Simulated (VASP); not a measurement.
# ZrO2 (P4_2/nmc) in VASP: vibrations by perturbation theory with LDA

Aim: the vibrations by perturbation theory of ZrO2 with LDA.

All numbers are computed with VASP 6.6.1; they aren't measurements. Logs are shortened: lines on timing, memory, paths and dates and some standing lists are left out, and cuts for length are marked.

### Step 1. The cell of the first run

The structure is tetragonal, space group P4_2/nmc (No. 137). Conventional cell: a = 3.557 Å, b = 3.557 Å, c = 5.111 Å, α = 90.00°, β = 90.00°, γ = 90.00°. Zr (site symmetry -4m2) has 8 O at 2.07 to 2.32 Å within 2.7 Å. Within 2.7 Å of O (site symmetry 2mm) lie 4 Zr at 2.07 to 2.32 Å and 6 O at 2.55 to 2.56 Å.

### Step 2. Vibrations by perturbation theory, LDA

INCAR

```
ALGO = Normal ; EDIFF = 1E-8
ENCUT = 600 ; GGA = CA
GGA_COMPAT = False ; IBRION = 8
ISIF = 2 ; ISMEAR = 0
LASPH = True ; LCHARG = True
LREAL = False ; LWAVE = False
NBANDS = 33 ; NELM = 120
NSW = 1 ; PREC = Accurate
SIGMA = 0.01
```

KPOINTS

```
k-points
0
Gamma
  6 6 4
```

POSCAR

```
ZrO2
1.0
    3.5574854128      0.0000000000      0.0000000000
    0.0000000000      3.5574854128      0.0000000000
    0.0000000000      0.0000000000      5.1110561874
Zr O
2 4
Direct
    0.0000000000      0.0000000000      0.0000000000
    0.5000000000      0.5000000000      0.5000000000
    0.0000000000      0.5000000000      0.2070879795
    0.0000000000      0.5000000000      0.7070879795
    0.5000000000      0.0000000000      0.2929120205
    0.5000000000      0.0000000000      0.7929120205
```

Potentials or basis: VASP PAW LDA potentials, release 64 (Zr_sv, O).

Command:

```sh
cat potpaw_LDA.64/Zr_sv/POTCAR potpaw_LDA.64/O/POTCAR > POTCAR
mpirun -np 1 vasp_std > vasp.out
```

OUTCAR:

```text
EDIFF = 1E-8
   ENCUT = 600
   GGA = CA
   IBRION = 8
   ISIF = 2
   ISMEAR = 0
   LASPH = True
   LREAL = False
   NELM = 120
   NSW = 1
   PREC = Accurate

 ion  position               nearest neighbor table
   1  0.000  0.000  0.000-   3 2.07   6 2.07   3 2.07   6 2.07   5 2.32   4 2.32   5 2.32   4 2.32
                             2 3.59   2 3.59   2 3.59   2 3.59   2 3.59   2 3.59   2 3.59   2 3.59
   2  0.500  0.500  0.500-   4 2.07   5 2.07   5 2.07   4 2.07   3 2.32   6 2.32   3 2.32   6 2.32
                             1 3.59   1 3.59   1 3.59   1 3.59   1 3.59   1 3.59   1 3.59   1 3.59
   3  0.000  0.500  0.207-   1 2.07   1 2.07   2 2.32   2 2.32
   4  0.000  0.500  0.707-   2 2.07   2 2.07   1 2.32   1 2.32
   5  0.500  0.000  0.293-   2 2.07   2 2.07   1 2.32   1 2.32
   6  0.500  0.000  0.793-   1 2.07   1 2.07   2 2.32   2 2.32

  LATTYP: Found a simple tetragonal cell.
 ALAT       =     3.5574854128
 C/A-ratio  =     1.4367047491

  Lattice vectors:

 A1 = (   3.5574854128,   0.0000000000,   0.0000000000)
 A2 = (   0.0000000000,   3.5574854128,   0.0000000000)
 A3 = (   0.0000000000,   0.0000000000,   5.1110561874)

Analysis of symmetry for initial positions (statically):
=====================================================================
 Subroutine PRICEL returns:
 Original cell was already a primitive cell.

 Routine SETGRP: Setting up the symmetry group for a
 simple tetragonal supercell.

 Subroutine GETGRP returns: Found 16 space group operations
 (whereof  8 operations were pure point group operations)
 out of a pool of 16 trial point group operations.

The static configuration has the point symmetry D_2d.
 The point group associated with its full space group is D_4h.

Analysis of symmetry for dynamics (positions and initial velocities):
=====================================================================
 Subroutine PRICEL returns:
 Original cell was already a primitive cell.

 Routine SETGRP: Setting up the symmetry group for a
 simple tetragonal supercell.

 Subroutine GETGRP returns: Found 16 space group operations
 (whereof  8 operations were pure point group operations)
 out of a pool of 16 trial point group operations.

The dynamic configuration has the point symmetry D_2d.
 The point group associated with its full space group is D_4h.

 Subroutine INISYM returns: Found 16 space group operations
 (whereof  8 operations are pure point group operations),
 and found     1 'primitive' translations

[... 1045 lines left out ...]
 -----------------------------------------------------------------------------------
      0.00000      0.00000      0.00000        -0.000000      0.000000      0.000000
      1.77874      1.77874      2.55553        -0.000000     -0.000000      0.000000
      0.00000      1.77874      1.05844        -0.000000     -0.000000      0.028917
      0.00000      1.77874      3.61397        -0.000000     -0.000000      0.028917
      1.77874      0.00000      1.49709        -0.000000     -0.000000     -0.028917
      1.77874      0.00000      4.05262         0.000000     -0.000000     -0.028917
 -----------------------------------------------------------------------------------
    total drift:                                0.000000      0.000000      0.000000

  FREE ENERGIE OF THE ION-ELECTRON SYSTEM (eV)
  ---------------------------------------------------
  free  energy   TOTEN  =       -62.8292462381 eV

  energy  without entropy=      -62.8292462381  energy(sigma->0) =      -62.82924624

[... ionic steps 2 to 9 ...]

--------------------------------------- Ionic step       10  -------------------------------------------

------------------------ aborting loop because EDIFF is reached ----------------------------------------

--------------------------------------- Ionic step       11  -------------------------------------------

------------------------ aborting loop because EDIFF is reached ----------------------------------------

--------------------------------------- Ionic step       12  -------------------------------------------

 Free energy of the ion-electron system (eV)
  ---------------------------------------------------
  ---------------------------------------------------
  free energy    TOTEN  =        -0.37131804 eV

  energy without entropy =       -0.37131804

------------------------ aborting loop because EDIFF is reached ----------------------------------------

 INTERNAL STRAIN TENSOR  FOR ION    3  DIRECTION 3   (eV/Angst):
 -----------------------------------------------------------------------------
     4.97549  0.00000  0.00000
     0.00000-11.56778  0.00000
     0.00000  0.00000 -7.35876

 INTERNAL STRAIN TENSOR FOR ION    6 for displacements in x,y,z  (eV/Angst):
          X           Y           Z          XY          YZ          ZX
  --------------------------------------------------------------------------------
  x     0.00000     0.00000     0.00000     0.00000     0.00000     9.64354
  y     0.00000     0.00000     0.00000     0.00000    -4.27132     0.00000
  z    11.56778    -4.97549     7.35876     0.00000     0.00000     0.00000

 SECOND DERIVATIVES (NOT SYMMETRIZED)
 ------------------------------------
               1X          1Y          1Z          2X          2Y          2Z          3X          3Y          3Z          4X          4Y          4Z          5X          5Y          5Z          6X          6Y          6Z
  1X    -9.372714    0.000000    0.000000    0.470959    0.000000    0.000000    1.199548    0.000000    0.000000    0.854710    0.000000    0.000000   -1.262534    0.000000    0.000000    8.110030    0.000000    0.000000
  1Y     0.000000   -9.372714    0.000000    0.000000    0.470959    0.000000    0.000000    8.110030    0.000000    0.000000   -1.262534    0.000000    0.000000    0.854710    0.000000    0.000000    1.199548    0.000000
  1Z     0.000000    0.000000  -25.773123    0.000000    0.000000   15.768219    0.000000    0.000000    5.806114    0.000000    0.000000   -0.803662    0.000000    0.000000   -0.803662    0.000000    0.000000    5.806114
  2X     0.470959    0.000000    0.000000   -9.372714    0.000000    0.000000   -1.262534    0.000000    0.000000    8.110030    0.000000    0.000000    1.199548    0.000000    0.000000    0.854710    0.000000    0.000000
  2Y     0.000000    0.470959    0.000000    0.000000   -9.372714    0.000000    0.000000    0.854710    0.000000    0.000000    1.199548    0.000000    0.000000    8.110030    0.000000    0.000000   -1.262534    0.000000
  2Z     0.000000    0.000000   15.768219    0.000000    0.000000  -25.773123    0.000000    0.000000   -0.803662    0.000000    0.000000    5.806114    0.000000    0.000000    5.806114    0.000000    0.000000   -0.803662
  3X     1.200601    0.000000    0.000000   -1.263837    0.000000    0.000000   -6.938608    0.000000    0.000000    0.927034    0.000000    0.000000    5.668684    0.000000    0.000000    0.406125    0.000000    0.000000
  3Y     0.000000    8.119167    0.000000    0.000000    0.860350    0.000000    0.000000  -17.487063    0.000000    0.000000    0.921956    0.000000    0.000000    7.180526    0.000000    0.000000    0.405065    0.000000
  3Z     0.000000    0.000000    5.805903    0.000000    0.000000   -0.797422    0.000000    0.000000  -13.837043    0.000000    0.000000    9.164892    0.000000    0.000000   -1.605651    0.000000    0.000000    1.269322
  4X     0.860350    0.000000    0.000000    8.119167    0.000000    0.000000    0.921956    0.000000    0.000000  -17.487063    0.000000    0.000000    0.405065    0.000000    0.000000    7.180526    0.000000    0.000000
  4Y     0.000000   -1.263837    0.000000    0.000000    1.200601    0.000000    0.000000    0.927034    0.000000    0.000000   -6.938608    0.000000    0.000000    0.406125    0.000000    0.000000    5.668684    0.000000
  4Z     0.000000    0.000000   -0.797422    0.000000    0.000000    5.805903    0.000000    0.000000    9.164892    0.000000    0.000000  -13.837043    0.000000    0.000000    1.269322    0.000000    0.000000   -1.605651
  5X    -1.263837    0.000000    0.000000    1.200601    0.000000    0.000000    5.668684    0.000000    0.000000    0.406125    0.000000    0.000000   -6.938608    0.000000    0.000000    0.927034    0.000000    0.000000
  5Y     0.000000    0.860350    0.000000    0.000000    8.119167    0.000000    0.000000    7.180526    0.000000    0.000000    0.405065    0.000000    0.000000  -17.487063    0.000000    0.000000    0.921956    0.000000
  5Z     0.000000    0.000000   -0.797422    0.000000    0.000000    5.805903    0.000000    0.000000   -1.605651    0.000000    0.000000    1.269322    0.000000    0.000000  -13.837043    0.000000    0.000000    9.164892
  6X     8.119167    0.000000    0.000000    0.860350    0.000000    0.000000    0.405065    0.000000    0.000000    7.180526    0.000000    0.000000    0.921956    0.000000    0.000000  -17.487063    0.000000    0.000000
  6Y     0.000000    1.200601    0.000000    0.000000   -1.263837    0.000000    0.000000    0.406125    0.000000    0.000000    5.668684    0.000000    0.000000    0.927034    0.000000    0.000000   -6.938608    0.000000
  6Z     0.000000    0.000000    5.805903    0.000000    0.000000   -0.797422    0.000000    0.000000    1.269322    0.000000    0.000000   -1.605651    0.000000    0.000000    9.164892    0.000000    0.000000  -13.837043

 Eigenvectors and eigenvalues of the dynamical matrix
 ----------------------------------------------------

   1 f  =   19.881399 THz   124.918512 2PiTHz  663.172073 cm-1    82.222821 meV
             X         Y         Z           dx          dy          dz
      0.000000  0.000000  0.000000    -0.000000   -0.000000   -0.000000
      1.778743  1.778743  2.555528     0.000000   -0.000000   -0.000000
      0.000000  1.778743  1.058438     0.000000   -0.000000   -0.500000
      0.000000  1.778743  3.613966    -0.000000   -0.000000    0.500000
      1.778743  0.000000  1.497090    -0.000000    0.000000   -0.500000
      1.778743  0.000000  4.052618     0.000000    0.000000    0.500000
[... 145 lines left out ...]
  18 f/i=    0.005075 THz     0.031889 2PiTHz    0.169295 cm-1     0.020990 meV
             X         Y         Z           dx          dy          dz
      0.000000  0.000000  0.000000    -0.419263   -0.441316    0.000000
      1.778743  1.778743  2.555528    -0.419263   -0.441316    0.000000
      0.000000  1.778743  1.058438    -0.175027   -0.184669    0.000000
      0.000000  1.778743  3.613966    -0.175441   -0.184233    0.000000
      1.778743  0.000000  1.497090    -0.175027   -0.184669    0.000000
      1.778743  0.000000  4.052618    -0.175441   -0.184233    0.000000

--------------------------------------------------------------------------------------------------------

 ELASTIC MODULI CONTR FROM IONIC RELAXATION (kBar)
 Direction    XX          YY          ZZ          XY          YZ          ZX
 --------------------------------------------------------------------------------
 XX        -734.8834    238.3542   -554.2593      0.0000      0.0000     -0.0000
 YY         238.3542   -734.8834   -554.2593      0.0000      0.0000      0.0000
 ZZ        -554.2593   -554.2593  -1237.4031      0.0000      0.0000     -0.0000
 XY           0.0000      0.0000      0.0000      0.0000      0.0000      0.0000
 YZ           0.0000      0.0000      0.0000      0.0000   -632.0000     -0.0000
 ZX          -0.0000      0.0000     -0.0000      0.0000     -0.0000   -638.8941
 --------------------------------------------------------------------------------
```

It took 46 min on 1 thread of Oxide Virtual Turin-like, shared host; peak memory 0.52 GiB.

What came out:

```
Highest phonon frequency at Γ, LO-TO splitting left out : 663 cm⁻¹
```

Phonon frequencies in cm⁻¹ (negative: imaginary):
| q point | frequencies |
| --- | --- |
| (0.000, 0.000, 0.000) | 0 0 0 146 146 148 148 271 324 339 449 449 464 464 601 653 653 663 |
